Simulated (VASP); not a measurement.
ScICl2, 4 atoms in the cell. The structure is hexagonal, space group P6/mmm (No. 191). The conventional cell has a = 3.666 Å, b = 3.666 Å, c = 13.871 Å, α = 90.00°, β = 90.00°, γ = 120.00°. Sc (site symmetry 6/mmm) has 2 Cl at 2.27 Å within 3.0 Å. I (site symmetry 6/mmm) has 6 I at 3.67 Å and 2 Cl at 4.67 Å within 4.8 Å. Cl (site symmetry 6mm) has 1 Sc at 2.27 Å within 3.0 Å. 

```yaml
Program: VASP 6.6.1
Task: density of states
Functional: PBE
Potentials_or_basis: VASP PAW PBE potentials, release 64 (Sc_sv, I, Cl)
Cutoff: 520 eV
k_mesh: 15 × 15 × 4
Occupations: gaussian, width 0.1 eV
Spin: no spin polarisation
Dipole_correction: no
k_mesh_for_the_DOS: 23 × 23 × 6
Occupations_for_the_DOS: tetrahedron
Further_INCAR_settings: ALGO = Normal; EDIFF = 1e-06
```

Potentials or basis: VASP PAW PBE potentials, release 64 (Sc_sv, I, Cl).

The run is started by

```sh
$ cat potpaw_PBE.64/Sc_sv/POTCAR potpaw_PBE.64/I/POTCAR potpaw_PBE.64/Cl/POTCAR > POTCAR
$ cp INCAR.step1 INCAR
$ cp KPOINTS.step1 KPOINTS
$ mpirun -np 1 vasp_std > vasp.out
$ cp INCAR.step2 INCAR
$ cp KPOINTS.step2 KPOINTS
$ mpirun -np 1 vasp_std > vasp.out
```

Hardware: 1 thread of AMD EPYC 7R13 Processor (Zen 3), on a shared host.

Task: Estimate the wall time of this run.

Result: Run time: 25 min on 1 thread of AMD EPYC 7R13 Processor (Zen 3) (shared host), peak memory 0.81 GiB. Counts: k points 224.
